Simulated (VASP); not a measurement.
# BiTe in VASP: a series of runs, part 2 of 3

VASP 6.6.1. The steps go on from the part before.

### Step 3. Electric field gradients, PBEsol

INCAR

```
ALGO     = Normal         # electronic algorithm
EDIFF    = 1E-8           # SCF threshold, eV
ENCUT    = 520            # plane-wave cutoff, eV
GGA      = PS             # functional
ISIF     = 2              # what is computed and relaxed
ISMEAR   = -1             # smearing method
LASPH    = True           # aspherical terms in the spheres
LCHARG   = False          # write CHGCAR
LEFG     = True         
LREAL    = False          # projectors in reciprocal space
LWAVE    = False          # write WAVECAR
NBANDS   = 18             # bands
NELM     = 100            # most SCF steps
PREC     = Accurate       # precision mode
SIGMA    = 0.08           # smearing width, eV
```

KPOINTS

```
k-points
0
Gamma
  10 10 10
```

POSCAR

```
BiTe
1.0
    0.0000000000      3.2350000000      3.2350000000
    3.2350000000      0.0000000000      3.2350000000
    3.2350000000      3.2350000000      0.0000000000
Bi Te
1 1
Direct
    0.0000000000      0.0000000000      0.0000000000
    0.5000000000      0.5000000000      0.5000000000
```

Potentials or basis: VASP PAW PBE potentials, release 64 (Bi_d, Te).

Command:

```sh
$ cat potpaw_PBE.64/Bi_d/POTCAR potpaw_PBE.64/Te/POTCAR > POTCAR
$ mpirun -np 1 vasp_std > vasp.out
```

OUTCAR:

```text
EDIFF = 1E-8
   ENCUT = 520
   GGA = PS
   ISIF = 2
   ISMEAR = -1
   LASPH = True
   LREAL = False
   NELM = 100
   PREC = Accurate

 ion  position               nearest neighbor table
   1  0.000  0.000  0.000-   2 3.23   2 3.23   2 3.23   2 3.23   2 3.23   2 3.23
   2  0.500  0.500  0.500-   1 3.23   1 3.23   1 3.23   1 3.23   1 3.23   1 3.23

  LATTYP: Found a face centered cubic cell.
 ALAT       =     6.4700000000

  Lattice vectors:

 A1 = (   0.0000000000,   3.2350000000,   3.2350000000)
 A2 = (   3.2350000000,   0.0000000000,   3.2350000000)
 A3 = (   3.2350000000,   3.2350000000,   0.0000000000)

Analysis of symmetry for initial positions (statically):
=====================================================================
 Subroutine PRICEL returns:
 Original cell was already a primitive cell.

 Routine SETGRP: Setting up the symmetry group for a
 face centered cubic supercell.

[... 693 lines left out ...]
      direct lattice vectors                 reciprocal lattice vectors
     0.000000000  3.235000000  3.235000000    -0.154559505  0.154559505  0.154559505
     3.235000000  0.000000000  3.235000000     0.154559505 -0.154559505  0.154559505
     3.235000000  3.235000000  0.000000000     0.154559505  0.154559505 -0.154559505

 POSITION                                       TOTAL-FORCE (eV/Angst)
 -----------------------------------------------------------------------------------
      0.00000      0.00000      0.00000         0.000000      0.000000     -0.000000
      3.23500      3.23500      3.23500         0.000000      0.000000      0.000000
 -----------------------------------------------------------------------------------
    total drift:                               -0.000000      0.000000      0.000000

  FREE ENERGIE OF THE ION-ELECTRON SYSTEM (eV)
  ---------------------------------------------------
  free  energy   TOTEN  =        -7.9895010189 eV

  energy  without entropy=       -7.9590287813  energy(sigma->0) =       -7.97426490

 Electric field gradients (V/A^2)
---------------------------------------------------------------------
 ion       V_xx      V_yy      V_zz      V_xy      V_xz      V_yz
---------------------------------------------------------------------
   1       0.000     0.000    -0.000     0.000     0.000     0.000
   2      -0.000     0.000     0.000    -0.000    -0.000    -0.000
---------------------------------------------------------------------

 Electric field gradients after diagonalization (V/A^2)
 (convention: |V_zz| > |V_xx| > |V_yy|)
----------------------------------------------------------------------
 ion       V_xx      V_yy      V_zz     asymmetry (V_yy - V_xx)/ V_zz
----------------------------------------------------------------------
   1      -0.000    -0.000     0.000       0.000
   2       0.000     0.000    -0.000       0.000
----------------------------------------------------------------------

           NMR quadrupolar parameters

 Cq : quadrupolar parameter    Cq=e*Q*V_zz/h
 eta: asymmetry parameters     (V_yy - V_xx)/ V_zz
 Q  : nuclear electric quadrupole moment in mb (millibarn)
----------------------------------------------------------------------
 ion       Cq(MHz)       eta       Q (mb)
----------------------------------------------------------------------
   1       0.000       0.000       1.000
   2      -0.000       0.000       1.000
----------------------------------------------------------------------
```

OSZICAR:

```text
N       E                     dE             d eps       ncg     rms          rms(c)
DAV:   1     0.158644813684E+03    0.15864E+03   -0.98073E+03  1692   0.111E+03
DAV:   2     0.411937082832E+01   -0.15453E+03   -0.15029E+03  1860   0.307E+02
DAV:   3    -0.765181598583E+01   -0.11771E+02   -0.11625E+02  2044   0.890E+01
DAV:   4    -0.800214605350E+01   -0.35033E+00   -0.34973E+00  2024   0.163E+01
DAV:   5    -0.801805245613E+01   -0.15906E-01   -0.15905E-01  2338   0.334E+00    0.656E+00
DAV:   6    -0.798917151799E+01    0.28881E-01   -0.87102E-02  2432   0.196E+00    0.407E+00
DAV:   7    -0.798999477971E+01   -0.82326E-03   -0.23965E-02  1968   0.903E-01    0.503E-01
DAV:   8    -0.798944775563E+01    0.54702E-03   -0.41215E-03  2160   0.465E-01    0.972E-02
DAV:   9    -0.798950308234E+01   -0.55327E-04   -0.38574E-04  1902   0.123E-01    0.410E-02
DAV:  10    -0.798950272601E+01    0.35633E-06   -0.14839E-05  2258   0.213E-02    0.259E-02
DAV:  11    -0.798950148691E+01    0.12391E-05   -0.29364E-06  2128   0.931E-03    0.703E-03
DAV:  12    -0.798950086761E+01    0.61930E-06   -0.43581E-07  2096   0.587E-03    0.121E-03
DAV:  13    -0.798950098255E+01   -0.11494E-06   -0.50725E-08  1908   0.114E-03    0.616E-04
DAV:  14    -0.798950101214E+01   -0.29592E-07   -0.13947E-09   980   0.228E-04    0.203E-04
DAV:  15    -0.798950102340E+01   -0.11259E-07   -0.41918E-10   968   0.195E-04    0.317E-05
DAV:  16    -0.798950101892E+01    0.44806E-08   -0.10533E-10   954   0.750E-05
   1 F= -.79895010E+01 E0= -.79742649E+01  d E =-.304722E-01
```

Run time: 45 s. Hardware: 1 thread of Intel Xeon 6975P-C (Granite Rapids), shared host; peak memory 0.22 GiB.

Results:

* Free energy: -7.9895 eV
* Pressure: -1.7 GPa
* Band gap on the k mesh: zero (an odd number of electrons rules out a gap without spin polarisation)
* Largest electric field gradient by atom: zero within the noise of the run

Caveat: the PAW data sets were made with another functional, which shifts forces and pressure a little; spin-orbit coupling is left out, which moves the levels of the heavy elements.

### Step 4. Electric field gradients, r2SCAN

POSCAR is that of step 3.

INCAR.step1

```
SYSTEM = BiTe
ALGO = Normal ; EDIFF = 1E-4
ENCUT = 520 ; GGA = PE
ISMEAR = -1 ; LASPH = .TRUE.
LCHARG = .FALSE. ; LREAL = .FALSE.
LWAVE = .TRUE. ; NBANDS = 18
NELM = 100 ; PREC = Accurate
SIGMA = 0.08
```

INCAR.step2

```
SYSTEM = BiTe
ALGO = Normal ; EDIFF = 1E-8
ENCUT = 520 ; ISIF = 2
ISMEAR = -1 ; ISTART = 1
LASPH = .TRUE. ; LCHARG = .FALSE.
LEFG = .TRUE. ; LMIXTAU = .TRUE.
LREAL = .FALSE. ; LWAVE = .FALSE.
METAGGA = R2SCAN ; NBANDS = 18
NELM = 100 ; PREC = Accurate
SIGMA = 0.08
```

KPOINTS

```
k-points
0
G
  10 10 10
  0 0 0
```

Potentials or basis: VASP PAW PBE potentials, release 64 (Bi_d, Te).

Command:

```sh
$ cat potpaw_PBE.64/Bi_d/POTCAR potpaw_PBE.64/Te/POTCAR > POTCAR
$ cp INCAR.step1 INCAR
$ mpirun -np 1 vasp_std > vasp.out
$ cp INCAR.step2 INCAR
$ mpirun -np 1 vasp_std > vasp.out
```

OUTCAR:

```text
SYSTEM = BiTe
   EDIFF = 1E-8
   ENCUT = 520
   ISIF = 2
   ISMEAR = -1
   ISTART = 1
   LASPH = .TRUE.
   LREAL = .FALSE.
   METAGGA = R2SCAN
   NELM = 100
   PREC = Accurate

 ion  position               nearest neighbor table
   1  0.000  0.000  0.000-   2 3.23   2 3.23   2 3.23   2 3.23   2 3.23   2 3.23
   2  0.500  0.500  0.500-   1 3.23   1 3.23   1 3.23   1 3.23   1 3.23   1 3.23

  LATTYP: Found a face centered cubic cell.
 ALAT       =     6.4700000000

  Lattice vectors:

 A1 = (   0.0000000000,   3.2350000000,   3.2350000000)
 A2 = (   3.2350000000,   0.0000000000,   3.2350000000)
 A3 = (   3.2350000000,   3.2350000000,   0.0000000000)

Analysis of symmetry for initial positions (statically):
=====================================================================
 Subroutine PRICEL returns:
 Original cell was already a primitive cell.

 Routine SETGRP: Setting up the symmetry group for a
 face centered cubic supercell.

[... 693 lines left out ...]
      direct lattice vectors                 reciprocal lattice vectors
     0.000000000  3.235000000  3.235000000    -0.154559505  0.154559505  0.154559505
     3.235000000  0.000000000  3.235000000     0.154559505 -0.154559505  0.154559505
     3.235000000  3.235000000  0.000000000     0.154559505  0.154559505 -0.154559505

 POSITION                                       TOTAL-FORCE (eV/Angst)
 -----------------------------------------------------------------------------------
      0.00000      0.00000      0.00000         0.000000      0.000000      0.000000
      3.23500      3.23500      3.23500         0.000000      0.000000     -0.000000
 -----------------------------------------------------------------------------------
    total drift:                               -0.000000      0.000000      0.000000

  FREE ENERGIE OF THE ION-ELECTRON SYSTEM (eV)
  ---------------------------------------------------
  free  energy   TOTEN  =       -84.0418420979 eV

  energy  without entropy=      -84.0121538240  energy(sigma->0) =      -84.02699796

 Electric field gradients (V/A^2)
---------------------------------------------------------------------
 ion       V_xx      V_yy      V_zz      V_xy      V_xz      V_yz
---------------------------------------------------------------------
   1       0.000    -0.000    -0.000     0.000     0.000     0.000
   2      -0.000    -0.000    -0.000    -0.000    -0.000    -0.000
---------------------------------------------------------------------

 Electric field gradients after diagonalization (V/A^2)
 (convention: |V_zz| > |V_xx| > |V_yy|)
----------------------------------------------------------------------
 ion       V_xx      V_yy      V_zz     asymmetry (V_yy - V_xx)/ V_zz
----------------------------------------------------------------------
   1      -0.000    -0.000     0.000       0.000
   2       0.000     0.000    -0.000       0.000
----------------------------------------------------------------------

           NMR quadrupolar parameters

 Cq : quadrupolar parameter    Cq=e*Q*V_zz/h
 eta: asymmetry parameters     (V_yy - V_xx)/ V_zz
 Q  : nuclear electric quadrupole moment in mb (millibarn)
----------------------------------------------------------------------
 ion       Cq(MHz)       eta       Q (mb)
----------------------------------------------------------------------
   1       0.000       0.000       1.000
   2      -0.000       0.000       1.000
----------------------------------------------------------------------
```

OUTCAR.step1:

```text
SYSTEM = BiTe
   EDIFF = 1E-4
   ENCUT = 520
   GGA = PE
   ISMEAR = -1
   LASPH = .TRUE.
   LREAL = .FALSE.
[... 724 lines left out ...]
      0.00000      0.00000      0.00000         0.000000     -0.000000      0.000000
      3.23500      3.23500      3.23500         0.000000      0.000000     -0.000000
 -----------------------------------------------------------------------------------
    total drift:                               -0.000000      0.000000      0.000000

  FREE ENERGIE OF THE ION-ELECTRON SYSTEM (eV)
  ---------------------------------------------------
  free  energy   TOTEN  =        -7.1871287809 eV

  energy  without entropy=       -7.1563835070  energy(sigma->0) =       -7.17175614
```

It took 2.8 min on 1 thread of Intel Xeon 6975P-C (Granite Rapids), shared host; peak memory 0.24 GiB.

What came out:

```
Free energy                             : -84.0418 eV
Pressure                                : 0.0 GPa
Band gap on the k mesh                  : zero (an odd number of electrons rules out a gap without spin polarisation)
Largest electric field gradient by atom : zero within the noise of the run
```

Levels at points of the mesh, in eV from the Fermi level:
```csv
k point,band 6,band 7,band 8,band 9,band 10,band 11,band 12,band 13,band 14,band 15
"(0.00, 0.00, 0.00)",-14.18,-8.34,-2.83,-2.83,-2.83,2.22,2.22,2.22,4.98,4.98
"(0.50, 0.00, 0.00)",-12.11,-11.76,-2.14,-2.14,-1.67,-0.73,-0.72,-0.72,7.80,8.16
"(0.50, 0.50, 0.00)",-12.31,-10.34,-5.99,-4.33,-4.33,2.48,3.74,3.74,5.22,8.96
```

Caveat: the PAW data sets were made with another functional, which shifts forces and pressure a little; spin-orbit coupling is left out, which moves the levels of the heavy elements.

### Step 5. Electric field gradients, PBE (xy shear strain of -4 %)

INCAR

```
SYSTEM = BiTe
ALGO = Normal
EDIFF = 1E-8
ENCUT = 520
GGA = PE
ISIF = 2
ISMEAR = -1
LASPH = .TRUE.
LCHARG = .FALSE.
LEFG = .TRUE.
LREAL = .FALSE.
LWAVE = .FALSE.
NBANDS = 18
NELM = 80
PREC = Accurate
SIGMA = 0.08
```

KPOINTS is that of step 4.

POSCAR

```
BiTe
1.0
   -0.0647000000      3.2350000000      3.2350000000
    3.2350000000     -0.0647000000      3.2350000000
    3.1703000000      3.1703000000      0.0000000000
Bi Te
1 1
Direct
    0.0000000000      0.0000000000      0.0000000000
    0.5000000000      0.5000000000      0.5000000000
```

Potentials or basis: VASP PAW PBE potentials, release 64 (Bi_d, Te).

Command:

```sh
$ cat potpaw_PBE.64/Bi_d/POTCAR potpaw_PBE.64/Te/POTCAR > POTCAR
$ mpirun -np 1 vasp_std > vasp.out
```

OUTCAR:

```text
SYSTEM = BiTe
   EDIFF = 1E-8
   ENCUT = 520
   GGA = PE
   ISIF = 2
   ISMEAR = -1
   LASPH = .TRUE.
   LREAL = .FALSE.
   NELM = 80
   PREC = Accurate

 ion  position               nearest neighbor table
   1  0.000  0.000  0.000-   2 3.23   2 3.23   2 3.24   2 3.24   2 3.24   2 3.24
   2  0.500  0.500  0.500-   1 3.23   1 3.23   1 3.24   1 3.24   1 3.24   1 3.24

  LATTYP: Found a body centered orthorhombic cell.
 ALAT       =     4.4834812568
 B/A-ratio  =     1.0408163265
 C/A-ratio  =     1.4430750636

  Lattice vectors:

 A1 = (   0.0647000000,  -3.2350000000,  -3.2350000000)
 A2 = (  -0.0647000000,   3.2350000000,  -3.2350000000)
 A3 = (   3.2350000000,  -0.0647000000,   3.2350000000)

Analysis of symmetry for initial positions (statically):
=====================================================================
 Subroutine PRICEL returns:
 Original cell was already a primitive cell.

 Routine SETGRP: Setting up the symmetry group for a
 body centered orthorhombic supercell.

[... 695 lines left out ...]
     3.235000000 -0.064700000  3.235000000     0.151528927 -0.151528927  0.154559505
     3.170300000  3.170300000  0.000000000     0.157713781  0.157713781 -0.154559505

 POSITION                                       TOTAL-FORCE (eV/Angst)
 -----------------------------------------------------------------------------------
      0.00000      0.00000      0.00000         0.000000      0.000000      0.000000
      3.17030      3.17030      3.23500        -0.000000      0.000000     -0.000000
 -----------------------------------------------------------------------------------
    total drift:                               -0.000000      0.000000      0.000000

  FREE ENERGIE OF THE ION-ELECTRON SYSTEM (eV)
  ---------------------------------------------------
  free  energy   TOTEN  =        -7.1874312495 eV

  energy  without entropy=       -7.1571081702  energy(sigma->0) =       -7.17226971

 Electric field gradients (V/A^2)
---------------------------------------------------------------------
 ion       V_xx      V_yy      V_zz      V_xy      V_xz      V_yz
---------------------------------------------------------------------
   1       3.393     3.393    -6.786   -35.328    -0.000    -0.000
   2      -0.129    -0.129     0.258   -23.136    -0.000    -0.000
---------------------------------------------------------------------

 Electric field gradients after diagonalization (V/A^2)
 (convention: |V_zz| > |V_xx| > |V_yy|)
----------------------------------------------------------------------
 ion       V_xx      V_yy      V_zz     asymmetry (V_yy - V_xx)/ V_zz
----------------------------------------------------------------------
   1     -31.934    -6.786    38.721       0.649
   2      23.007     0.258   -23.265       0.978
----------------------------------------------------------------------

           NMR quadrupolar parameters

 Cq : quadrupolar parameter    Cq=e*Q*V_zz/h
 eta: asymmetry parameters     (V_yy - V_xx)/ V_zz
 Q  : nuclear electric quadrupole moment in mb (millibarn)
----------------------------------------------------------------------
 ion       Cq(MHz)       eta       Q (mb)
----------------------------------------------------------------------
   1       0.094       0.649       1.000
   2      -0.056       0.978       1.000
----------------------------------------------------------------------
```

OSZICAR:

```text
N       E                     dE             d eps       ncg     rms          rms(c)
DAV:   1     0.158704414561E+03    0.15870E+03   -0.98427E+03  6156   0.112E+03
DAV:   2     0.464562777126E+01   -0.15406E+03   -0.15010E+03  6604   0.304E+02
DAV:   3    -0.687287997540E+01   -0.11519E+02   -0.11369E+02  7626   0.882E+01
DAV:   4    -0.719728234736E+01   -0.32440E+00   -0.32368E+00  7462   0.158E+01
DAV:   5    -0.721136131560E+01   -0.14079E-01   -0.14078E-01  8544   0.314E+00    0.637E+00
DAV:   6    -0.718326085710E+01    0.28100E-01   -0.97993E-02  8770   0.189E+00    0.393E+00
DAV:   7    -0.718749735148E+01   -0.42365E-02   -0.27574E-02  6900   0.855E-01    0.579E-01
DAV:   8    -0.718729979315E+01    0.19756E-03   -0.43222E-03  7810   0.440E-01    0.118E-01
DAV:   9    -0.718743080343E+01   -0.13101E-03   -0.40686E-04  6990   0.121E-01    0.421E-02
DAV:  10    -0.718743122981E+01   -0.42638E-06   -0.14323E-05  8372   0.234E-02    0.286E-02
DAV:  11    -0.718743118491E+01    0.44897E-07   -0.76624E-06  6714   0.164E-02    0.747E-03
DAV:  12    -0.718743096144E+01    0.22348E-06   -0.97336E-07  7814   0.746E-03    0.328E-03
DAV:  13    -0.718743104919E+01   -0.87755E-07   -0.12633E-07  6956   0.251E-03    0.160E-03
DAV:  14    -0.718743123987E+01   -0.19067E-06   -0.74467E-09  5814   0.678E-04    0.886E-04
DAV:  15    -0.718743124947E+01   -0.96047E-08   -0.75019E-10  3500   0.229E-04
   1 F= -.71874312E+01 E0= -.71722697E+01  d E =-.303231E-01
```

It took 2.1 min on 1 thread of Intel Xeon Platinum 8488C (Sapphire Rapids), shared host; peak memory 0.36 GiB.

What came out:

| Quantity | Value |
| --- | --- |
| Free energy | -7.1874 eV |
| Pressure | 0.7 GPa |
| Band gap on the k mesh | zero (an odd number of electrons rules out a gap without spin polarisation) |
| Largest electric field gradient by atom | Bi +38.7; Te -23.3 V/Å² |

Electric field gradients, principal values (V/Å²):
```
atom   least   middle  greatest (by size)
1 Bi  -6.786  -31.934              38.721
2 Te   0.258   23.007             -23.265
```

Caveat: the cell differs from its parent crystal (xy shear strain of -4 %); without QUAD_EFG the Cq values of the log hold for a quadrupole moment of 1 mb, not for the nuclei; spin-orbit coupling is left out, which moves the levels of the heavy elements.

(Part 2 of 3 ends here.)
